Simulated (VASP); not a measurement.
Runs of VASP 6.6.1 on Tl. The structure is that of space group Im-3m (No. 229), or close to it. The cells are those of the table. This isn't the form of Tl at room conditions, which is hcp.

```tsv
level	potentials or basis	spin	cell	k mesh	cutoff (eV)	smearing	dipole correction	grid for exact exchange (PRECFOCK)	share of exact exchange	gap on the mesh (eV)	pressure (GPa)	moment (μB)
LDA	VASP PAW LDA potentials, release 64 (Tl_d)	off	a = 3.145 Å, angles 109.5°, 1 atom	10 × 10 × 10	500	fermi-dirac 0.05 eV	no	-	-	none	(a)	-
LDA	VASP PAW LDA potentials, release 64 (Tl_d)	non-collinear, zero start, SOC	a = 3.388 Å, angles 109.5°, 1 atom	10 × 10 × 10	500	fermi-dirac 0.025 eV	no	-	-	-	-3.5	0.00
RPBE	VASP PAW PBE potentials, release 64 (Tl_d)	off	a = 3.388 Å, angles 109.5°, 1 atom	10 × 10 × 10	500	fermi-dirac 0.05 eV	no	-	-	none	3.1	-
LDA	VASP PAW LDA potentials, release 64 (Tl_d)	non-collinear, zero start, SOC	a = 3.388 Å, angles 109.5°, 1 atom	7 × 7 × 7	520	tetrahedron	no	-	-	-	(b)	0.00
revPBE+D3(BJ)	VASP PAW PBE potentials, release 64 (Tl_d)	off	a = 3.388 Å, angles 109.5°, 1 atom	10 × 10 × 10	500	methfessel-paxton 0.1 eV	no	-	-	none	-0.6	-
r2SCANh+D3(BJ)	VASP PAW PBE potentials, release 64 (Tl_d)	off	a = 3.388 Å, angles 109.5°, 1 atom	6 × 6 × 6	440	methfessel-paxton 0.025 eV	no	Normal	0.1	none	-1.0	-
AM05	VASP PAW PBE potentials, release 64 (Tl_d)	off	a = 3.388 Å, angles 109.5°, 1 atom	29 × 29 × 29	480	tetrahedron 0.1 eV	-	-	-	none	-	-
```

Alike in all rows: task single point.

Question: Estimate the missing entries.

Answer: (a) 8.1; (b) -3.4.

Caveats: some runs use coarse meshes; spin-orbit coupling is left out, which moves the levels of the heavy elements (at least some runs); the PAW data sets were made with another functional, which shifts forces and pressure a little (at least some runs); the cell stands under pressure (at least some runs); the cell stands under tension (at least some runs); three body term missing (at least some runs); tetrahedron occupations give inexact forces and stress in metals (at least some runs).

A k mesh can miss the band edges, and rows without SOC leave out spin-orbit coupling on Tl.

A gap of «none» marks levels without a gap at the run's occupations.
